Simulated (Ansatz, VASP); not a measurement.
BP: VASP and Ansatz over several settings

```
P B
1.0
     0.00000    2.26900    2.26900
     2.26900    0.00000    2.26900
     2.26900    2.26900    0.00000
P B
1 1
Direct
  0.75000 0.75000 0.75000
  0.00000 0.00000 0.00000
```

Single points on this cell with VASP 6.6.1 and Ansatz 0.2.0. Each row is one pair of runs. Alike in all rows: spin: off; smearing: fermi-dirac, width 0.05 eV; VASP's potentials, cutoff: VASP PAW PBE potentials, release 64 (P, B), 520 eV; Ansatz's potentials, cutoff: Ansatz PAW, 420 eV.

```tsv
level	k mesh	gap on the k mesh at the Fermi level (eV), VASP	gap on the k mesh at the Fermi level (eV), Ansatz	least direct gap on the mesh (eV), VASP	least direct gap on the mesh (eV), Ansatz	pressure (GPa), VASP	pressure (GPa), Ansatz
PBE+D3(BJ)	10 × 10 × 10	1.24	1.24	3.40	3.40	-3.5	-3.3
PBE0	5 × 5 × 5	2.72	2.69	5.08	5.05	-2.0	-1.4
PBEsol-based screened hybrid	5 × 5 × 5	?	1.92	?	4.32	?	-3.3
```

Problem. Fill in what VASP gave in row 3.

Solution. gap on the k mesh at the Fermi level (eV): 1.91; least direct gap on the mesh (eV): 4.31; pressure (GPa): -3.6.

The k mesh is coarse in some rows, so the values compare programs but aren't converged. Noted on Ansatz's runs: odd divisions of the mesh miss points on the zone boundary, where band edges often lie, so the gap on the mesh can be too wide.
